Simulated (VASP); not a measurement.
Set up this calculation in VASP 6.6.1, as the native input.

| Quantity | Value |
| --- | --- |
| Task | single point |
| Functional | r2SCAN |
| Potentials or basis | VASP PAW PBE potentials, release 64 (Nb_sv, S, B) |
| Cutoff | 520 eV |
| k mesh | 9 × 9 × 3 |
| Occupations | fermi-dirac, width 0.1 eV |
| Spin | no spin polarisation |
| Dipole correction | no |
| Further INCAR settings | ALGO = Normal; EDIFF = 1e-07; NBANDS = 28 |

The system is Nb2BS2.

```
CELL_PARAMETERS angstrom
3.27280 0.00000 0.00000
-1.63640 2.83433 0.00000
0.00000 0.00000 8.55693
ATOMIC_POSITIONS crystal
Nb 0.33333 0.66667 0.14925
Nb 0.66667 0.33333 0.85075
S 0.33333 0.66667 0.66541
S 0.66667 0.33333 0.33459
B 0.00000 0.00000 0.00000
```

The input as run:

POSCAR

```
Nb2BS2
1.0
    3.2728002231     -0.0000002916      0.0000000000
   -1.6363998591      2.8343282805      0.0000000000
    0.0000000000      0.0000000000      8.5569316700
Nb S B
2 2 1
Direct
    0.3333333333      0.6666666667      0.1492477273
    0.6666666667      0.3333333333      0.8507522727
    0.3333333333      0.6666666667      0.6654105573
    0.6666666667      0.3333333333      0.3345894427
    0.0000000000      0.0000000000      0.0000000000
```

INCAR.step1

```
SYSTEM = Nb2BS2
PREC     = Accurate       ! precision mode
ENCUT    = 520            ! plane-wave cutoff, eV
ISMEAR   = -1             ! smearing method
SIGMA    = 0.1            ! smearing width, eV
LREAL    = .FALSE.        ! projectors in reciprocal space
LASPH    = .TRUE.         ! aspherical terms in the spheres
NELM     = 80             ! most SCF steps
NBANDS   = 28             ! bands
GGA      = PE             ! functional
ALGO     = Normal         ! electronic algorithm
EDIFF    = 1E-4           ! SCF threshold, eV
LWAVE    = .TRUE.         ! write WAVECAR
LCHARG   = .FALSE.        ! write CHGCAR
```

INCAR.step2

```
SYSTEM = Nb2BS2
PREC     = Accurate       ! precision mode
ENCUT    = 520            ! plane-wave cutoff, eV
EDIFF    = 1E-7           ! SCF threshold, eV
ISMEAR   = -1             ! smearing method
SIGMA    = 0.1            ! smearing width, eV
LREAL    = .FALSE.        ! projectors in reciprocal space
LASPH    = .TRUE.         ! aspherical terms in the spheres
NELM     = 80             ! most SCF steps
ALGO     = Normal         ! electronic algorithm
ISIF     = 2              ! what is computed and relaxed
LWAVE    = .FALSE.        ! write WAVECAR
LCHARG   = .FALSE.        ! write CHGCAR
METAGGA  = R2SCAN         ! meta-GGA
LMIXTAU  = .TRUE.       
NBANDS   = 28             ! bands
ISTART   = 1
```

KPOINTS

```
regular mesh
0
G
  9 9 3
  0 0 0
```

Potentials or basis: VASP PAW PBE potentials, release 64 (Nb_sv, S, B).

Launch:

```console
$ cat potpaw_PBE.64/Nb_sv/POTCAR potpaw_PBE.64/S/POTCAR potpaw_PBE.64/B/POTCAR > POTCAR
$ cp INCAR.step1 INCAR
$ mpirun -np 1 vasp_std > vasp.out
$ cp INCAR.step2 INCAR
$ mpirun -np 1 vasp_std > vasp.out
```

It gave:

* Pressure: 5.7 GPa
* Largest force: 0.024 eV/Å

Caveat: the PAW data sets were made with another functional, which shifts forces and pressure a little.

It took 3.8 min on 1 thread of AMD EPYC 9R45 96-Core Processor (Zen 5), on a shared host, peak memory 0.2 GiB.
